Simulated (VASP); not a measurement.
# Pt (Fm-3m) in VASP: single point with PBEsol

Aim: the single point of Pt with PBEsol.

Program: VASP 6.6.1. These are calculated values, not measurements. Logs are shortened: lines on timing, memory, paths and dates and some standing lists are left out, and cuts for length are marked.

### Step 1. The cell of the first run

It takes space group Fm-3m (No. 225, cubic). Conventional cell: a = 3.917 Å, b = 3.917 Å, c = 3.917 Å, α = 90.00°, β = 90.00°, γ = 90.00°. Within 3.7 Å of Pt (site symmetry m-3m) lie 12 Pt at 2.77 Å.

### Step 2. Single point, PBEsol

Input file INCAR:

```
ALGO = Normal ; EDIFF = 1E-6
ENCUT = 520 ; GGA = PS
ISIF = 2 ; ISMEAR = -1
LASPH = T ; LCHARG = F
LREAL = F ; LWAVE = F
NBANDS = 11 ; NELM = 80
PREC = Accurate ; SIGMA = 0.05
```

Input file KPOINTS:

```
k-points
0
Gamma
  9 9 9
```

Input file POSCAR:

```
Pt
1.0
    0.0000000000      1.9582786422      1.9582786422
    1.9582786422      0.0000000000      1.9582786422
    1.9582786422      1.9582786422      0.0000000000
Pt
1
Direct
    0.0000000000      0.0000000000      0.0000000000
```

Potentials or basis: VASP PAW PBE potentials, release 64 (Pt).

On the command line:

```console
$ cat potpaw_PBE.64/Pt/POTCAR > POTCAR
$ mpirun -np 1 vasp_std > vasp.out
```

OUTCAR:

```text
EDIFF = 1E-6
   ENCUT = 520
   GGA = PS
   ISIF = 2
   ISMEAR = -1
   LASPH = T
   LREAL = F
   NELM = 80
   PREC = Accurate

 ion  position               nearest neighbor table
   1  0.000  0.000  0.000-

  LATTYP: Found a face centered cubic cell.
 ALAT       =     3.9165572844

  Lattice vectors:

 A1 = (   0.0000000000,   1.9582786422,   1.9582786422)
 A2 = (   1.9582786422,   0.0000000000,   1.9582786422)
 A3 = (   1.9582786422,   1.9582786422,   0.0000000000)

Analysis of symmetry for initial positions (statically):
=====================================================================
 Subroutine PRICEL returns:
 Original cell was already a primitive cell.

 Routine SETGRP: Setting up the symmetry group for a
 face centered cubic supercell.

 Subroutine GETGRP returns: Found 48 space group operations
 (whereof 48 operations were pure point group operations)
 out of a pool of 48 trial point group operations.

The static configuration has the point symmetry O_h .

Analysis of symmetry for dynamics (positions and initial velocities):
=====================================================================
 Subroutine PRICEL returns:
 Original cell was already a primitive cell.

 Routine SETGRP: Setting up the symmetry group for a
 face centered cubic supercell.

 Subroutine GETGRP returns: Found 48 space group operations
 (whereof 48 operations were pure point group operations)
 out of a pool of 48 trial point group operations.

The dynamic configuration has the point symmetry O_h .

 Subroutine INISYM returns: Found 48 space group operations
 (whereof 48 operations are pure point group operations),
 and found     1 'primitive' translations

----------------------------------------------------------------------------------------

                                     Primitive cell

  volume of cell :      15.0194

  direct lattice vectors                    reciprocal lattice vectors
     0.000000000  1.958278642  1.958278642    -0.255326280  0.255326280  0.255326280
     1.958278642  0.000000000  1.958278642     0.255326280 -0.255326280  0.255326280
     1.958278642  1.958278642  0.000000000     0.255326280  0.255326280 -0.255326280

  length of vectors
     2.769424215  2.769424215  2.769424215     0.442238089  0.442238089  0.442238089

  position of ions in fractional coordinates (direct lattice)
     0.000000000  0.000000000  0.000000000

  ion indices of the primitive-cell ions
   primitive index   ion index
[... 73 lines left out ...]
   EDIFF  = 0.1E-05   stopping-criterion for ELM
   LREAL  =      F    real-space projection
   EDIFFG = 0.1E-04   stopping-criterion for IOM
   NSW    =      0    number of steps for IOM
   IBRION =     -1    ionic relax: 0-MD 1-quasi-New 2-CG
   NFREE  =      0    steps in history (QN), initial steepest desc. (CG)
   ISIF   =      2    stress and relaxation
   ISYM   =      2    0-nonsym 1-usesym 2-fastsym
   POTIM  = 0.5000    time-step for ionic-motion
   TEBEG  =    0.0;   TEEND  =   0.0 temperature during run
   PSTRESS=    0.0 pullay stress
   NELECT =      10.0000    total number of electrons
   NUPDOWN=      -1.0000    fix difference up-down
   EMIN   =  10.00;   EMAX   =-10.00  energy-range for DOS
   EFERMI =   0.00;   METHOD = LEGACY
   ISMEAR =    -1;   SIGMA  =   0.05  broadening in eV -4-tet -1-fermi 0-gaus
   EFERMI_NEDOS =   21; number of points for ismear=-14 and -15
   IALGO  =     38    algorithm
   IMIX   =      4    mixing-type and parameters
     AMIX     =   0.40;   BMIX     =  1.00
     AMIX_MAG =   1.60;   BMIX_MAG =  1.00
  volume/ion in A,a.u.               =      15.02       101.36
  Fermi-wavevector in a.u.,A,eV,Ry     =   1.429520  2.701402 27.803893  2.043528
  Thomas-Fermi vector in A             =   2.549465
   LORBIT       =      0    0 simple, 1 ext, 2 COOP (PROOUT), +10 PAW based schemes
   GGA     = PS    functional components
   LHFCALC =     F    Hartree Fock is set to
   AEXX    =    0.0000 exact exchange contribution
   IVDW    =     0    specifies the selected vdW correction
   LEPSILON=     F    determine dielectric tensor
   LRPA    =     F    only Hartree local field effects (RPA)
 non-spin polarized calculation
  energy-cutoff  :      520.00
  volume of cell :       15.02
 maximum number of plane-waves:       419
 NGX is ok and might be reduce to    24
   NGX = 11   NGY = 11   NGZ = 11

 number of electron      10.0000000 magnetization

 Free energy of the ion-electron system (eV)
  ---------------------------------------------------
  ext. energy  EPLUGINS =         0.00000000
  ---------------------------------------------------
  free energy    TOTEN  =        -6.99922963 eV

  energy without entropy =       -6.98772265  energy(sigma->0) =       -6.99347614

 E-fermi :  11.1996     XC(G=0): -13.6512

 val. band max:       11.1454767270   @ k =   0.4444   0.4444   0.0000
 cond. band min:      11.2070751435   @ k =   0.4444   0.1111   0.0000
 fundamental gap:      0.0615984165
 Fermi energy:        11.1995577497

 k-point     1 :       0.0000    0.0000    0.0000
  band No.  band energies     occupation
      1       0.8324      2.00000
      2       7.3481      2.00000
      3       7.3481      2.00000
      4       7.3481      2.00000
      5       9.5445      2.00000
      6       9.5445      2.00000
      7      25.7852      0.00000
      8      30.7693      0.00000
      9      30.7693      0.00000
     10      30.7693      0.00000
     11      36.0812      0.00000
[... 309 lines left out ...]
 k-point    24 :       0.4444    0.4444    0.0000
  band No.  band energies     occupation
      1       4.0874      2.00000
      2       4.5555      2.00000
      3      11.1455      1.49360
      4      11.4548      0.01206
      5      11.4548      0.01206
      6      12.0633      0.00000
      7      21.1209      0.00000
      8      22.9248      0.00000
      9      22.9248      0.00000
     10      31.1183      0.00000
     11      34.3854      0.00000

 [... further k-points ...]
[... 5 lines left out ...]
  --------------------------------------------------------------------------------------
  -------------------------------------------------------------------------------------
  Total       -0.0396642     -0.0396642     -0.0396642      0.0000000      0.0000000     -0.0000000
  in kB       -4.2311264     -4.2311264     -4.2311264      0.0000000      0.0000000     -0.0000000
  external PRESSURE =      -4.2311264 kB  Pullay stress =       0.0000000 kB

 VOLUME and BASIS-vectors are now :
 -----------------------------------------------------------------------------
  energy-cutoff  :      520.00
  volume of cell :       15.02
      direct lattice vectors                 reciprocal lattice vectors
     0.000000000  1.958278642  1.958278642    -0.255326280  0.255326280  0.255326280
     1.958278642  0.000000000  1.958278642     0.255326280 -0.255326280  0.255326280
     1.958278642  1.958278642  0.000000000     0.255326280  0.255326280 -0.255326280

 POSITION                                       TOTAL-FORCE (eV/Angst)
 -----------------------------------------------------------------------------------
      0.00000      0.00000      0.00000         0.000000     -0.000000      0.000000
 -----------------------------------------------------------------------------------
    total drift:                               -0.000000      0.000000      0.000000

  FREE ENERGIE OF THE ION-ELECTRON SYSTEM (eV)
  ---------------------------------------------------
  free  energy   TOTEN  =        -6.9992296287 eV

  energy  without entropy=       -6.9877226486  energy(sigma->0) =       -6.99347614
```

OSZICAR:

```text
N       E                     dE             d eps       ncg     rms          rms(c)
DAV:   1     0.409059176794E+02    0.40906E+02   -0.54688E+03   786   0.854E+02
DAV:   2    -0.681022949106E+01   -0.47716E+02   -0.45871E+02   895   0.178E+02
DAV:   3    -0.744110459025E+01   -0.63088E+00   -0.62809E+00   878   0.197E+01
DAV:   4    -0.744347978174E+01   -0.23752E-02   -0.23750E-02   878   0.141E+00
DAV:   5    -0.744349793249E+01   -0.18151E-04   -0.18151E-04   908   0.114E-01    0.134E+01
DAV:   6    -0.704713743758E+01    0.39636E+00   -0.95745E-01   842   0.758E+00    0.686E+00
DAV:   7    -0.700341406350E+01    0.43723E-01   -0.14528E-01   890   0.293E+00    0.257E+00
DAV:   8    -0.699934646720E+01    0.40676E-02   -0.34481E-03   851   0.540E-01    0.492E-01
DAV:   9    -0.699922526050E+01    0.12121E-03   -0.59086E-05   890   0.568E-02    0.146E-02
DAV:  10    -0.699922949318E+01   -0.42327E-05   -0.12941E-06   872   0.840E-03    0.325E-03
DAV:  11    -0.699922962867E+01   -0.13549E-06   -0.44784E-08   490   0.188E-03
   1 F= -.69992296E+01 E0= -.69934761E+01  d E =-.115070E-01
```

stdout:

```text
POSCAR found type information on POSCAR Pt
 POSCAR found :  1 types and       1 ions
 scaLAPACK will be used
 -----------------------------------------------------------------------------
|                                                                             |
|                                                                             |
|     You enforced a specific xc type in the INCAR file but a different       |
|     I HOPE YOU KNOW WHAT YOU ARE DOING!                                     |
|                                                                             |
 -----------------------------------------------------------------------------

 LDA part: xc-table for (Slater+PW92), standard interpolation
 POSCAR, INCAR and KPOINTS ok, starting setup
 FFT: planning ... GRIDC
 FFT: planning ... GRID_SOFT
 FFT: planning ... GRID
 WAVECAR not read
 entering main loop
```

Wall time 3 s (1 thread of Intel Xeon 6975P-C (Granite Rapids), shared host); peak memory 0.14 GiB.

What came out:

| Property | Result |
| --- | --- |
| Free energy | -6.9992 eV |
| Pressure | -0.4 GPa |
| Band gap on the k mesh | zero (band 5 reaches 11.54 eV, above the bottom of band 6 at 9.45 eV) |

Caveat: the PAW data sets were made with another functional, which shifts forces and pressure a little; spin-orbit coupling is left out, which moves the levels of the heavy elements.
